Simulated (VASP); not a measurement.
The system is HfO2.

```
Hf O
1.0
     0.00000    2.55750    2.55750
     2.55750    0.00000    2.55750
     2.55750    2.55750    0.00000
Hf O
1 2
Direct
  0.00000 0.00000 0.00000
  0.75000 0.75000 0.75000
  0.25000 0.25000 0.25000
```

| Property | Result |
| --- | --- |
| Program | VASP 6.6.1 |
| Task | relaxation of cell and atoms |
| Functional | r2SCAN |
| Potentials or basis | VASP PAW PBE potentials, release 64 (Hf_pv, O) |
| Cutoff | 600 eV |
| k mesh | 9 × 9 × 9 |
| Occupations | fermi-dirac, width 0.05 eV |
| Spin | no spin polarisation |
| Hubbard terms | Hf d U = 1.0 eV |

At the start: pressure -9.7 GPa; volume 11.15 Å³/atom.

**Question.** Where does the relaxation end?

**Answer.** Over 4 steps the energy falls by 13.1 meV/atom and the volume is 10.73 Å³/atom (-3.8 %); space group Fm-3m (No. 225, to 0.05 Å).

The path:
```
step  energy change (eV)  largest force (eV/Å)  pressure (GPa)  volume (Å³)
   1              0.0000                0.0000           -9.71        33.46
   2              0.0676                0.0000           19.01        30.29
   3             -0.0392                0.0000           -0.30        32.21
   4             -0.0392                0.0000            0.05        32.18
```

Final structure:
```xyz
3
Lattice="0.0000 2.5246 2.5246 2.5246 0.0000 2.5246 2.5246 2.5246 0.0000" Properties=species:S:1:pos:R:3 pbc="T T T"
Hf    0.0000    2.5246    2.5246
O     3.7869    3.7869    3.7869
O     1.2623    1.2623    1.2623
```

Caveat: the PAW data sets were made with another functional, which shifts forces and pressure a little.
